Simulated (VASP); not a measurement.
Here is a VASP 6.6.1 calculation.

File INCAR:

```
PREC = Accurate ; ENCUT = 520
EDIFF = 1E-6 ; ISMEAR = 0
SIGMA = 0.15 ; LREAL = F
LASPH = T ; NELM = 80
ALGO = Normal ; ISIF = 2
LWAVE = F ; LCHARG = T
GGA = PS ; LELF = T
LVHAR = T ; NBANDS = 16
```

The input KPOINTS:

```
regular mesh
0
Gamma
  18 18 12
```

File POSCAR:

```
Ir
1.0
    2.9714881261      0.0000000000      0.0000000000
   -1.4857440631      2.5733842043      0.0000000000
    0.0000000000      0.0000000000      4.1053068000
Ir
2
Direct
    0.6666666667      0.3333333333      0.7500000000
    0.3333333333      0.6666666667      0.2500000000
```

Potentials or basis: VASP PAW PBE potentials, release 64 (Ir).

Run with:

```console
$ cat potpaw_PBE.64/Ir/POTCAR > POTCAR
$ mpirun -np 1 vasp_std > vasp.out
```

**Question.** Estimate the pressure.

**Answer.** -22.5 GPa.

**Question.** Predict the band gap on the k mesh.

**Answer.** Zero (bands 9 and 10 overlap by 2.00 eV).

Stress tensor (GPa, compression positive):
```
-31.92   0.00   0.00
  0.00 -31.92   0.00
  0.00   0.00  -3.68
```

Caveat: the cell differs from its parent crystal (strain +0.080 along x and y, -0.080 along z); the stress differs along the axes, from -32 to -4 GPa; the PAW data sets were made with another functional, which shifts forces and pressure a little; spin-orbit coupling is left out, which moves the levels of the heavy elements.
